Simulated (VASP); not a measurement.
Al:

```
Al
1.0
    -1.56505    2.87473    4.03516
     1.56505   -2.87473    4.03516
     1.56505    2.87473   -4.03516
Al
4
Direct
  0.73619 0.00000 0.73619
  0.26381 0.00000 0.26381
  0.20336 0.70336 0.50000
  0.79664 0.29664 0.50000
```

The cell was generated, and may not be a known phase.

- Program: VASP 6.6.1
- Task: relaxation of cell and atoms
- Functional: PBE
- Potentials or basis: VASP PAW PBE potentials, release 64 (Al)
- Cutoff: 600 eV
- k mesh: 6 × 6 × 6
- Occupations: gaussian, width 0.1 eV
- Spin: no spin polarisation

At the start: pressure 0.4 GPa; volume 18.15 Å³/atom.

Where does the relaxation end?

Over 9 steps the energy falls by 88.2 meV/atom and the volume is 17.70 Å³/atom (-2.5 %); space group Immm (No. 71, to 0.1 Å) before and after.

Step by step:
| step | energy change (eV) | largest force (eV/Å) | pressure (GPa) | volume (Å³) |
| --- | --- | --- | --- | --- |
| 1 | 0.0000 | 0.4602 | 0.42 | 72.62 |
| 2 | -0.1245 | 0.3438 | -0.78 | 73.09 |
| 3 | -0.2900 | 0.4329 | -2.92 | 74.13 |
| 4 | -0.3024 | 0.4229 | -0.37 | 71.20 |
| 5 | -0.3145 | 0.4387 | -1.53 | 72.36 |
| 6 | -0.3429 | 0.2746 | -0.24 | 70.99 |
| 7 | -0.3479 | 0.1677 | 0.63 | 70.18 |
| 8 | -0.3524 | 0.0586 | 0.16 | 70.63 |
| 9 | -0.3528 | 0.0304 | -0.02 | 70.82 |

Final structure:
```cif
data_structure
_symmetry_space_group_name_H-M 'P 1'
_symmetry_Int_Tables_number 1
_cell_length_a 5.3709
_cell_length_b 5.3709
_cell_length_c 5.3709
_cell_angle_alpha 149.808
_cell_angle_beta 112.478
_cell_angle_gamma 75.720
_cell_volume 70.82
loop_
_atom_site_label
_atom_site_type_symbol
_atom_site_fract_x
_atom_site_fract_y
_atom_site_fract_z
_atom_site_occupancy
Al1 Al 0.72854 0.00000 0.72854 1
Al2 Al 0.27146 0.00000 0.27146 1
Al3 Al 0.21191 0.71191 0.50000 1
Al4 Al 0.78809 0.28809 0.50000 1
```
